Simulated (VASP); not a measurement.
## MgAu: electric field gradients with LDA

MgAu:

```xyz
2
Lattice="3.2371 0.0000 0.0000 0.0000 3.2371 0.0000 0.0000 0.0000 3.2371" Properties=species:S:1:pos:R:3 pbc="T T T"
Mg    1.6186    1.6186    1.6186
Au    0.0000    0.0000    0.0000
```

This cell differs from its parent crystal: volume scaled by 0.98.

```yaml
Program: VASP 6.6.1
Task: electric field gradients
Functional: LDA
Potentials_or_basis: VASP PAW LDA potentials, release 64 (Mg, Au)
Cutoff: 520 eV
k_mesh: 13 × 13 × 13
Occupations: fermi-dirac, width 0.05 eV
Spin: no spin polarisation
Dipole_correction: no
Further_INCAR_settings: ALGO = Normal; EDIFF = 1e-08; NBANDS = 14
```

```
Pressure : -2.1 GPa
```

Levels at points of the mesh, in eV from the Fermi level:
```tsv
k point	band 2	band 3	band 4	band 5	band 6	band 7	band 8	band 9	band 10	band 11
(0.00, 0.00, 0.00)	-5.93	-5.93	-4.10	-4.10	-4.10	5.43	5.43	5.43	9.07	9.07
```

Run time: 17 s on 1 thread of Intel(R) Xeon(R) Platinum 8375C CPU @ 2.90GHz (Ice Lake), with other jobs on the host, peak memory 0.16 GiB.

Caveat: without QUAD_EFG the Cq values of the log hold for a quadrupole moment of 1 mb, not for the nuclei; spin-orbit coupling is left out, which moves the levels of the heavy elements.
